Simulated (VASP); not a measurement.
# FeO (R-3m) in VASP: further runs

Runs on FeO. Level: PBEsol+U. Tasks: single point.

Everything below comes from runs of VASP 6.6.1. Logs are shortened: lines on timing, memory, paths and dates and some standing lists are left out, and cuts for length are marked.

### 1 The cell of the first run

It takes space group R-3m (No. 166, trigonal). The conventional cell has a = 3.035 Å, b = 3.035 Å, c = 7.547 Å, α = 90.00°, β = 90.00°, γ = 120.00°. Fe (site symmetry -3m) has 6 O at 2.16 Å within 2.9 Å. O (site symmetry -3m) has 6 Fe at 2.16 Å within 2.9 Å.

### 2 Single point, PBEsol+U, non-collinear spin, typed start, spin-orbit coupling

Contents of INCAR:

```
SYSTEM = FeO
  PREC = Accurate
  ENCUT = 600
  EDIFF = 1E-6
  ISMEAR = 0
  SIGMA = 0.05
  LREAL = .FALSE.
  LASPH = .TRUE.
  NELM = 200
  ALGO = Normal
  ISIF = 2
  LWAVE = .FALSE.
  LCHARG = .FALSE.
  MAGMOM = 0 0 4 0 0 0
  LORBIT = 11
  LSORBIT = .TRUE.
  GGA_COMPAT = .FALSE.
  LORBMOM = .TRUE.
  LMAXMIX = 4
  LDAU = .TRUE.
  LDAUTYPE = 2
  LDAUL = 2 -1
  LDAUU = 6 0
  LDAUJ = 0 0
  LDAUPRINT = 1
  GGA = PS
  NBANDS = 26
```

Contents of KPOINTS:

```
regular mesh
0
G
  8 8 8
  0 0 0
```

Contents of POSCAR:

```
FeO
1.0
    1.5176821100      0.8762341800      2.5157945800
   -1.5176821100      0.8762341800      2.5157945800
    0.0000000000     -1.7524683500      2.5157945800
Fe O
1 1
Direct
    0.0000000000      0.0000000000      0.0000000000
    0.5000000000      0.5000000000      0.5000000000
```

Potentials or basis: VASP PAW PBE potentials, release 64 (Fe, O).

Command:

```sh
$ cat potpaw_PBE.64/Fe/POTCAR potpaw_PBE.64/O/POTCAR > POTCAR
$ mpirun -np 1 vasp_ncl > vasp.out
```

OUTCAR:

```text
SYSTEM = FeO
   PREC = Accurate
   ENCUT = 600
   EDIFF = 1E-6
   ISMEAR = 0
   LREAL = .FALSE.
   LASPH = .TRUE.
   NELM = 200
   ISIF = 2
   LORBIT = 11
   LSORBIT = .TRUE.
   GGA = PS

 ion  position               nearest neighbor table
   1  0.000  0.000  0.000-   2 2.16   2 2.16   2 2.16   2 2.16   2 2.16   2 2.16
   2  0.500  0.500  0.500-   1 2.16   1 2.16   1 2.16   1 2.16   1 2.16   1 2.16

  LATTYP: Found a trigonal (rhomboedric) cell.
 ALAT       =     3.0660019070
 COS(alpha) =     0.5099427872

  Lattice vectors:

 A1 = (   1.5176821100,   0.8762341800,   2.5157945800)
 A2 = (  -1.5176821100,   0.8762341800,   2.5157945800)
 A3 = (   0.0000000000,  -1.7524683500,   2.5157945800)

Analysis of symmetry for initial positions (statically):
=====================================================================
 Subroutine PRICEL returns:
 Original cell was already a primitive cell.

 Routine SETGRP: Setting up the symmetry group for a
 trigonal (rhombohedral) supercell.

 Subroutine GETGRP returns: Found 12 space group operations
 (whereof 12 operations were pure point group operations)
 out of a pool of 12 trial point group operations.

The static configuration has the point symmetry D_3d.

Analysis of symmetry for dynamics (positions and initial velocities):
=====================================================================
 Subroutine PRICEL returns:
 Original cell was already a primitive cell.

 Routine SETGRP: Setting up the symmetry group for a
 trigonal (rhombohedral) supercell.

 Subroutine GETGRP returns: Found 12 space group operations
 (whereof 12 operations were pure point group operations)
 out of a pool of 12 trial point group operations.

The dynamic configuration has the point symmetry D_3d.

Analysis of structural, dynamic, and magnetic symmetry:
=====================================================================
 Subroutine PRICEL returns:
 Original cell was already a primitive cell.

 Routine SETGRP: Setting up the symmetry group for a
 trigonal (rhombohedral) supercell.

 Subroutine GETGRP returns: Found  6 space group operations
 (whereof  6 operations were pure point group operations)
 out of a pool of 12 trial point group operations.

The overall configuration has the point symmetry S_6 .

 Subroutine INISYM returns: Found  6 space group operations
[... 925 lines left out ...]
      0.00000      0.00000      0.00000         0.000000      0.000000     -0.000000
      0.00000      0.00000      3.77369        -0.000000     -0.000000      0.000000
 -----------------------------------------------------------------------------------
    total drift:                               -0.000000     -0.000000     -0.000000

  FREE ENERGIE OF THE ION-ELECTRON SYSTEM (eV)
  ---------------------------------------------------
  free  energy   TOTEN  =       -14.0151903272 eV

  energy  without entropy=      -14.0151903272  energy(sigma->0) =      -14.01519033

 orbital moment (x)

 # of ion     p       d       tot
 ----------------------------------------
  1         0.000   0.000   0.000
  2        -0.000   0.000  -0.000
 ----------------------------------------
           -0.000   0.000   0.000

 orbital moment (y)

 # of ion     p       d       tot
 ----------------------------------------
  1        -0.000   0.000   0.000
  2        -0.000   0.000  -0.000
 ----------------------------------------
           -0.000   0.000   0.000

 orbital moment (z)

 # of ion     p       d       tot
 ----------------------------------------
  1        -0.000   0.660   0.659
  2         0.020   0.000   0.020
 ----------------------------------------
            0.020   0.660   0.679

 Spin-Orbit-Coupling matrix elements

 Ion:    1  E_soc:     -0.0286568
 l=   1
     0.0000000    -0.0001494    -0.0001504
    -0.0001494     0.0000000    -0.0001494
    -0.0001504    -0.0001494     0.0000000
 l=   2
     0.0000000    -0.0002714     0.0000000    -0.0002714    -0.0155027
    -0.0002714     0.0000000    -0.0015192     0.0057473    -0.0002714
     0.0000000    -0.0015192     0.0000000    -0.0015192     0.0000000
    -0.0002714     0.0057473    -0.0015192     0.0000000    -0.0002714
    -0.0155027    -0.0002714     0.0000000    -0.0002714     0.0000000
 l=   3
     0.0000000     0.0000000     0.0000000     0.0000000     0.0000000     0.0000000     0.0000000
     0.0000000     0.0000000     0.0000000     0.0000000     0.0000000     0.0000000     0.0000000
     0.0000000     0.0000000     0.0000000     0.0000000     0.0000000     0.0000000     0.0000000
     0.0000000     0.0000000     0.0000000     0.0000000     0.0000000     0.0000000     0.0000000
     0.0000000     0.0000000     0.0000000     0.0000000     0.0000000     0.0000000     0.0000000
     0.0000000     0.0000000     0.0000000     0.0000000     0.0000000     0.0000000     0.0000000
     0.0000000     0.0000000     0.0000000     0.0000000     0.0000000     0.0000000     0.0000000

 Ion:    2  E_soc:     -0.0005377
 l=   1
     0.0000000    -0.0000245    -0.0002198
    -0.0000245     0.0000000    -0.0000245
    -0.0002198    -0.0000245     0.0000000
 l=   2
     0.0000000     0.0000000     0.0000000     0.0000000     0.0000000
     0.0000000     0.0000000     0.0000000     0.0000000     0.0000000
     0.0000000     0.0000000     0.0000000     0.0000000     0.0000000
     0.0000000     0.0000000     0.0000000     0.0000000     0.0000000
     0.0000000     0.0000000     0.0000000     0.0000000     0.0000000
 l=   3
     0.0000000     0.0000000     0.0000000     0.0000000     0.0000000     0.0000000     0.0000000
     0.0000000     0.0000000     0.0000000     0.0000000     0.0000000     0.0000000     0.0000000
     0.0000000     0.0000000     0.0000000     0.0000000     0.0000000     0.0000000     0.0000000
     0.0000000     0.0000000     0.0000000     0.0000000     0.0000000     0.0000000     0.0000000
     0.0000000     0.0000000     0.0000000     0.0000000     0.0000000     0.0000000     0.0000000
     0.0000000     0.0000000     0.0000000     0.0000000     0.0000000     0.0000000     0.0000000
     0.0000000     0.0000000     0.0000000     0.0000000     0.0000000     0.0000000     0.0000000

 total charge

# of ion       s       p       d       tot
------------------------------------------
    1        0.300   0.374   6.151   6.825
    2        1.542   3.460   0.000   5.002
--------------------------------------------------
tot          1.841   3.834   6.151  11.827

 magnetization (x)

# of ion       s       p       d       tot
------------------------------------------
    1        0.000   0.000   0.000   0.000
    2        0.000   0.000   0.000   0.000
--------------------------------------------------
tot          0.000   0.000   0.000   0.000

 magnetization (y)

# of ion       s       p       d       tot
------------------------------------------
    1        0.000   0.000   0.000   0.000
    2        0.000   0.000   0.000   0.000
--------------------------------------------------
tot          0.000   0.000   0.000   0.000

 magnetization (z)

# of ion       s       p       d       tot
------------------------------------------
    1        0.027   0.023   3.792   3.841
    2        0.017   0.111   0.000   0.128
--------------------------------------------------
tot          0.044   0.133   3.792   3.969
```

Run time: 2.5 min. Hardware: 1 thread of Oxide Virtual Turin-like, shared host; peak memory 0.22 GiB.

What came out:

```
Free energy                                           : -14.0152 eV
Pressure                                              : -0.9 GPa
Net moment                                            : 4.00 μB per cell
Valence electrons inside the program's atomic spheres : Fe 6.83; O 5.00
```

Moments on the atoms (μB; x, y, z):
```
Fe  0.00 0.00 3.84
O   0.00 0.00 0.13
```

Caveat: the PAW data sets were made with another functional, which shifts forces and pressure a little; a cell with one magnetic atom can't hold antiferromagnetic order, which such compounds often take. The state reached can hang on the start; a lower one may exist.

### 3 Single point, PBEsol+U, non-collinear spin, twin_end start, spin-orbit coupling

Contents of INCAR:

```
ALGO     = Normal         # electronic algorithm
EDIFF    = 1E-6           # SCF threshold, eV
ENCUT    = 600            # plane-wave cutoff, eV
GGA      = PS             # functional
GGA_COMPAT= False        
ISIF     = 2              # what is computed and relaxed
ISMEAR   = 0              # smearing method
LASPH    = True           # aspherical terms in the spheres
LCHARG   = True           # write CHGCAR
LDAU     = True           # DFT+U
LDAUJ    = 0 0          
LDAUL    = 2 -1           # shell
LDAUPRINT= 1            
LDAUTYPE = 2            
LDAUU    = 6 0            # U, eV
LMAXMIX  = 4              # l up to which the mixer works
LORBIT   = 11             # projections on sites
LORBMOM  = True         
LREAL    = False          # projectors in reciprocal space
LSORBIT  = True           # spin-orbit coupling
LVHAR    = True         
LWAVE    = False          # write WAVECAR
MAGMOM   = 0 0 3.9 0 0 0.67 # initial moments
NBANDS   = 26             # bands
NELM     = 200            # most SCF steps
PREC     = Accurate       # precision mode
SIGMA    = 0.05           # smearing width, eV
```

Contents of KPOINTS:

```
k-points
0
Gamma
  8 8 8
```

POSCAR is that of step 2.

Potentials or basis: VASP PAW PBE potentials, release 64 (Fe, O).

Command:

```sh
$ cat potpaw_PBE.64/Fe/POTCAR potpaw_PBE.64/O/POTCAR > POTCAR
$ mpirun -np 1 vasp_ncl > vasp.out
```

It took 3.6 min on 1 thread of Oxide Virtual Turin-like, shared host; peak memory 0.22 GiB.

The run converged. Its results:

```
Free energy                                           : -14.0152 eV
Pressure                                              : -0.9 GPa
Net moment                                            : 4.00 μB per cell
Valence electrons inside the program's atomic spheres : Fe 6.83; O 5.00
```

Stress tensor (GPa, compression positive):
```
-0.37  0.00  0.00
 0.00 -0.37  0.00
 0.00  0.00 -1.83
```

Moments on the atoms (μB; x, y, z):
```
Fe  0.00 0.00 3.84
O   0.00 0.00 0.13
```

Caveat: the PAW data sets were made with another functional, which shifts forces and pressure a little; a cell with one magnetic atom can't hold antiferromagnetic order, which such compounds often take.

### 4 Single point, PBEsol+U, non-collinear spin, twin_end start, spin-orbit coupling

Contents of INCAR:

```
PREC = Accurate ; ENCUT = 600
EDIFF = 1E-6 ; ISMEAR = 0
SIGMA = 0.05 ; LREAL = False
LASPH = True ; NELM = 200
ALGO = Normal ; ISIF = 2
LWAVE = False ; LCHARG = True
MAGMOM = 0 0.57 3.86 0 0.1 0.66 ; LORBIT = 11
LSORBIT = True ; GGA_COMPAT = False
LORBMOM = True ; LMAXMIX = 4
LDAU = True ; LDAUTYPE = 2
LDAUL = 2 -1 ; LDAUU = 6 0
LDAUJ = 0 0 ; LDAUPRINT = 1
GGA = PS ; LVHAR = True
NBANDS = 26
```

Contents of KPOINTS:

```
Automatic mesh
0
Gamma
  8 8 8
```

POSCAR is that of step 3.

Potentials or basis: VASP PAW PBE potentials, release 64 (Fe, O).

Command:

```sh
$ cat potpaw_PBE.64/Fe/POTCAR potpaw_PBE.64/O/POTCAR > POTCAR
$ mpirun -np 1 vasp_ncl > vasp.out
```

OUTCAR:

```text
PREC = Accurate
   ENCUT = 600
   EDIFF = 1E-6
   ISMEAR = 0
   LREAL = False
   LASPH = True
   NELM = 200
   ISIF = 2
   LORBIT = 11
   LSORBIT = True
   GGA = PS

 ion  position               nearest neighbor table
   1  0.000  0.000  0.000-   2 2.16   2 2.16   2 2.16   2 2.16   2 2.16   2 2.16
   2  0.500  0.500  0.500-   1 2.16   1 2.16   1 2.16   1 2.16   1 2.16   1 2.16

  LATTYP: Found a trigonal (rhomboedric) cell.
 ALAT       =     3.0660019070
 COS(alpha) =     0.5099427872

  Lattice vectors:

 A1 = (   1.5176821100,   0.8762341800,   2.5157945800)
 A2 = (  -1.5176821100,   0.8762341800,   2.5157945800)
 A3 = (   0.0000000000,  -1.7524683500,   2.5157945800)

Analysis of symmetry for initial positions (statically):
=====================================================================
 Subroutine PRICEL returns:
 Original cell was already a primitive cell.

 Routine SETGRP: Setting up the symmetry group for a
 trigonal (rhombohedral) supercell.

 Subroutine GETGRP returns: Found 12 space group operations
 (whereof 12 operations were pure point group operations)
 out of a pool of 12 trial point group operations.

The static configuration has the point symmetry D_3d.
[... 1009 lines left out ...]
     0.0000000     0.0000000     0.0000000     0.0000000     0.0000000     0.0000000     0.0000000
     0.0000000     0.0000000     0.0000000     0.0000000     0.0000000     0.0000000     0.0000000
     0.0000000     0.0000000     0.0000000     0.0000000     0.0000000     0.0000000     0.0000000
     0.0000000     0.0000000     0.0000000     0.0000000     0.0000000     0.0000000     0.0000000
     0.0000000     0.0000000     0.0000000     0.0000000     0.0000000     0.0000000     0.0000000

 Ion:    2  E_soc:     -0.0005336
 l=   1
     0.0000000    -0.0000246    -0.0002167
    -0.0000246     0.0000000    -0.0000255
    -0.0002167    -0.0000255     0.0000000
 l=   2
     0.0000000     0.0000000     0.0000000     0.0000000     0.0000000
     0.0000000     0.0000000     0.0000000     0.0000000     0.0000000
     0.0000000     0.0000000     0.0000000     0.0000000     0.0000000
     0.0000000     0.0000000     0.0000000     0.0000000     0.0000000
     0.0000000     0.0000000     0.0000000     0.0000000     0.0000000
 l=   3
     0.0000000     0.0000000     0.0000000     0.0000000     0.0000000     0.0000000     0.0000000
     0.0000000     0.0000000     0.0000000     0.0000000     0.0000000     0.0000000     0.0000000
     0.0000000     0.0000000     0.0000000     0.0000000     0.0000000     0.0000000     0.0000000
     0.0000000     0.0000000     0.0000000     0.0000000     0.0000000     0.0000000     0.0000000
     0.0000000     0.0000000     0.0000000     0.0000000     0.0000000     0.0000000     0.0000000
     0.0000000     0.0000000     0.0000000     0.0000000     0.0000000     0.0000000     0.0000000
     0.0000000     0.0000000     0.0000000     0.0000000     0.0000000     0.0000000     0.0000000

 total charge

# of ion       s       p       d       tot
------------------------------------------
    1        0.300   0.374   6.151   6.825
    2        1.542   3.460   0.000   5.002
--------------------------------------------------
tot          1.841   3.834   6.151  11.827

 magnetization (x)

# of ion       s       p       d       tot
------------------------------------------
    1       -0.000  -0.000  -0.000  -0.000
    2       -0.000  -0.000   0.000  -0.000
--------------------------------------------------
tot         -0.000  -0.000  -0.000  -0.000

 magnetization (y)

# of ion       s       p       d       tot
------------------------------------------
    1        0.005   0.004   0.650   0.658
    2        0.003   0.019   0.000   0.022
--------------------------------------------------
tot          0.008   0.023   0.650   0.680

 magnetization (z)

# of ion       s       p       d       tot
------------------------------------------
    1        0.026   0.022   3.736   3.785
    2        0.017   0.109   0.000   0.126
--------------------------------------------------
tot          0.043   0.131   3.736   3.910
```

stdout:

```text
POSCAR found type information on POSCAR FeO
 POSCAR found :  2 types and       2 ions
 scaLAPACK will be used
 -----------------------------------------------------------------------------
|                                                                             |
|                                                                             |
|     You enforced a specific xc type in the INCAR file but a different       |
|     I HOPE YOU KNOW WHAT YOU ARE DOING!                                     |
|                                                                             |
 -----------------------------------------------------------------------------

 LDA part: xc-table for (Slater+PW92), standard interpolation
 POSCAR, INCAR and KPOINTS ok, starting setup
 FFT: planning ... GRIDC
 FFT: planning ... GRID_SOFT
 FFT: planning ... GRID
 WAVECAR not read
 entering main loop
```

Run time: 35 min. Hardware: 1 thread of Oxide Virtual Turin-like, shared host; peak memory 0.37 GiB.

Results:

* Free energy: -14.0150 eV
* Pressure: -0.8 GPa
* Net moment: 4.00 μB per cell
* Valence electrons inside the program's atomic spheres: Fe 6.83; O 5.00

Stress tensor (GPa, compression positive):
```
-0.33  0.00  0.00
 0.00 -0.36  0.11
 0.00  0.11 -1.83
```

Moments on the atoms (μB; x, y, z):
```
Fe  0.00 0.66 3.79
O   0.00 0.02 0.13
```

Caveat: the PAW data sets were made with another functional, which shifts forces and pressure a little; a cell with one magnetic atom can't hold antiferromagnetic order, which such compounds often take. The state reached can hang on the start; a lower one may exist.

### 5 Single point, PBEsol+U, non-collinear spin, zero start, spin-orbit coupling

Contents of INCAR:

```
SYSTEM = FeO
PREC = Accurate ; ENCUT = 600
EDIFF = 1E-6 ; ISMEAR = 0
SIGMA = 0.05 ; LREAL = .FALSE.
LASPH = .TRUE. ; NELM = 200
ALGO = Normal ; ISIF = 2
LWAVE = .FALSE. ; LCHARG = .FALSE.
MAGMOM = 0 0 0 0 0 0 ; LORBIT = 11
LSORBIT = .TRUE. ; GGA_COMPAT = .FALSE.
LORBMOM = .TRUE. ; LMAXMIX = 4
LDAU = .TRUE. ; LDAUTYPE = 2
LDAUL = 2 -1 ; LDAUU = 6 0
LDAUJ = 0 0 ; LDAUPRINT = 1
GGA = PS ; NBANDS = 26
```

Contents of KPOINTS:

```
Automatic mesh
0
G
  8 8 8
  0 0 0
```

POSCAR is that of step 4.

Command:

```sh
$ cat potpaw_PBE.64/Fe/POTCAR potpaw_PBE.64/O/POTCAR > POTCAR
$ mpirun -np 1 vasp_ncl > vasp.out
```

Wall time 3.9 min (1 thread of Oxide Virtual Turin-like, shared host); peak memory 0.21 GiB.

Results (log left out):

```yaml
Free_energy: -11.7196 eV
Pressure: -24.4 GPa
Net_moment: 0.00 μB per cell
Valence_electrons_inside_the_program's_atomic_spheres: Fe 6.89; O 4.96
```

Stress tensor (GPa, compression positive):
```
-23.55   0.00   0.00
  0.00 -23.55   0.00
  0.00   0.00 -26.18
```

Moments on the atoms (μB; x, y, z):
```
Fe  0.00 0.00 0.00
O   0.00 0.00 0.00
```

Caveat: the cell stands under tension; the PAW data sets were made with another functional, which shifts forces and pressure a little.

### 6 Overview

```csv
spin,pressure (GPa),moment (μB)
"non-collinear, typed start, SOC",-0.9,4.00
"non-collinear, twin_end start, SOC",-0.8,4.00
"non-collinear, zero start, SOC",-24.4,0.00
```

Alike in all rows: task single point; level PBEsol+U; potentials or basis VASP PAW PBE potentials, release 64 (Fe, O); Fe d U = 6.0 eV; cell as given; k mesh 8 × 8 × 8; cutoff (eV) 600; smearing gaussian 0.05 eV.

Caveats: the PAW data sets were made with another functional, which shifts forces and pressure a little; a cell with one magnetic atom can't hold antiferromagnetic order, which such compounds often take (at least some runs); the cell stands under tension (at least some runs).

Total energies depend on the potentials used, so only differences within one code and one set of settings carry meaning.
